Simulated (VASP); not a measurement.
Input of a VASP 6.6.1 run:

Contents of POSCAR:

```
MgZn2Sb2
1.0
    4.3294385002      0.0000000000      0.0000000000
   -2.1647192501      3.7494037253      0.0000000000
    0.0000000000      0.0000000000      7.2087341706
Mg Zn Sb
1 2 2
Direct
    0.0000000000      0.0000000000      0.0000000000
    0.3333333333      0.6666666667      0.6195997698
    0.6666666667      0.3333333333      0.3804002302
    0.3333333333      0.6666666667      0.2370086240
    0.6666666667      0.3333333333      0.7629913760
```

INCAR.step1

```
PREC = Accurate ; ENCUT = 520
ISMEAR = -1 ; SIGMA = 0.05
LREAL = False ; LASPH = True
NELM = 100 ; NBANDS = 26
GGA = PE ; ALGO = Normal
EDIFF = 1E-4 ; LWAVE = True
LCHARG = False
```

The input INCAR.step2:

```
PREC = Accurate ; ENCUT = 520
EDIFF = 1E-6 ; ISMEAR = -1
SIGMA = 0.05 ; LREAL = False
LASPH = True ; NELM = 100
ALGO = Normal ; ISIF = 2
LWAVE = False ; LCHARG = False
METAGGA = R2SCAN ; LMIXTAU = True
NBANDS = 26 ; ISTART = 1
```

File KPOINTS:

```
regular mesh
0
Gamma
  7 7 4
```

Potentials or basis: VASP PAW PBE potentials, release 64 (Mg, Zn, Sb).

Run with:

```bash
$ cat potpaw_PBE.64/Mg/POTCAR potpaw_PBE.64/Zn/POTCAR potpaw_PBE.64/Sb/POTCAR > POTCAR
$ cp INCAR.step1 INCAR
$ mpirun -np 1 vasp_std > vasp.out
$ cp INCAR.step2 INCAR
$ mpirun -np 1 vasp_std > vasp.out
```

Problem. Estimate the pressure.

Solution. 0.1 GPa.

Problem. Estimate the largest force.

Solution. 0.013 eV/Å.

Forces on the atoms (eV/Å):
```
Mg   0.000  0.000  0.000
Zn   0.000  0.000 -0.013
Zn   0.000  0.000  0.013
Sb   0.000  0.000 -0.010
Sb   0.000  0.000  0.010
```

Caveat: the PAW data sets were made with another functional, which shifts forces and pressure a little.
